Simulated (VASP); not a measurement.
Wanted: the native input for a VASP 6.6.1 run.

| Quantity | Value |
| --- | --- |
| Task | single point |
| Functional | r2SCAN |
| Potentials or basis | VASP PAW PBE potentials, release 64 (Cu, Zn) |
| Cutoff | 520 eV |
| k mesh | 12 × 12 × 12 |
| Occupations | gaussian, width 0.1 eV |
| Spin | no spin polarisation |
| Dipole correction | no |
| Further INCAR settings | ALGO = Normal; EDIFF = 1e-07; NBANDS = 31 |

Crystal: ZnCu.

```
Cu Zn
1.0
     0.00000    2.92183    2.92183
     2.92183    0.00000    2.92183
     2.92183    2.92183    0.00000
Cu Zn
2 2
Direct
  0.50000 0.50000 0.50000
  0.75000 0.75000 0.75000
  0.00000 0.00000 0.00000
  0.25000 0.25000 0.25000
```

These files were run (other wordings do the same):

POSCAR

```
ZnCu
1.0
    0.0000000000      2.9218281735      2.9218281735
    2.9218281735      0.0000000000      2.9218281735
    2.9218281735      2.9218281735      0.0000000000
Cu Zn
2 2
Direct
    0.5000000000      0.5000000000      0.5000000000
    0.7500000000      0.7500000000      0.7500000000
    0.0000000000      0.0000000000      0.0000000000
    0.2500000000      0.2500000000      0.2500000000
```

INCAR.step1

```
SYSTEM = ZnCu
  PREC = Accurate
  ENCUT = 520
  ISMEAR = 0
  SIGMA = 0.1
  LREAL = .FALSE.
  LASPH = .TRUE.
  NELM = 60
  NBANDS = 31
  GGA = PE
  ALGO = Normal
  EDIFF = 1E-4
  LWAVE = .TRUE.
  LCHARG = .FALSE.
```

INCAR.step2

```
SYSTEM = ZnCu
  PREC = Accurate
  ENCUT = 520
  EDIFF = 1E-7
  ISMEAR = 0
  SIGMA = 0.1
  LREAL = .FALSE.
  LASPH = .TRUE.
  NELM = 60
  ALGO = Normal
  ISIF = 2
  LWAVE = .FALSE.
  LCHARG = .FALSE.
  METAGGA = R2SCAN
  LMIXTAU = .TRUE.
  NBANDS = 31
  ISTART = 1
```

KPOINTS

```
Automatic mesh
0
G
  12 12 12
  0 0 0
```

Potentials or basis: VASP PAW PBE potentials, release 64 (Cu, Zn).

Launch:

```console
$ cat potpaw_PBE.64/Cu/POTCAR potpaw_PBE.64/Zn/POTCAR > POTCAR
$ cp INCAR.step1 INCAR
$ mpirun -np 1 vasp_std > vasp.out
$ cp INCAR.step2 INCAR
$ mpirun -np 1 vasp_std > vasp.out
```

Results of the run:

```yaml
Pressure: 0.6 GPa
Band_gap_on_the_k_mesh: zero (bands 23 and 24 overlap by 6.80 eV)
```

Caveat: the PAW data sets were made with another functional, which shifts forces and pressure a little.

Run time: 9.4 min on 1 thread of AMD EPYC 7R13 Processor (Zen 3), on a shared host, peak memory 0.22 GiB.
